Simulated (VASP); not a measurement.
A run of VASP 6.6.1 is set up as follows.

INCAR

```
SYSTEM = BP
PREC = Accurate ; ENCUT = 500
EDIFF = 1E-6 ; ISMEAR = 0
SIGMA = 0.1 ; LREAL = .False.
LASPH = .True. ; NELM = 120
ALGO = Normal ; ISIF = 2
LWAVE = .False. ; LCHARG = .False.
GGA = PE ; NBANDS = 11
GGA_COMPAT = .False.
```

The input KPOINTS:

```
regular mesh
0
Gamma
  6 6 6
  0 0 0
```

POSCAR

```
BP
1.0
    0.0000000000      2.4278790267      2.4278790267
    2.4278790267      0.0000000000      2.4278790267
    2.4278790267      2.4278790267      0.0000000000
B P
1 1
Direct
    0.0000000000      0.0000000000      0.0000000000
    0.7500000000      0.7500000000      0.7500000000
```

Potentials or basis: VASP PAW PBE potentials, release 64 (B, P).

Command:

```sh
$ cat potpaw_PBE.64/B/POTCAR potpaw_PBE.64/P/POTCAR > POTCAR
$ mpirun -np 1 vasp_std > vasp.out
```

(1) Estimate the band gap on the k mesh.

(2) What does it give for the pressure?

## Answers

(1) 1.57 eV (least direct gap 3.16 eV).

(2) -21.7 GPa.

Caveat: the cell differs from its parent crystal (Ga replaced by B, lengths x 0.900, strained); the cell stands under tension.
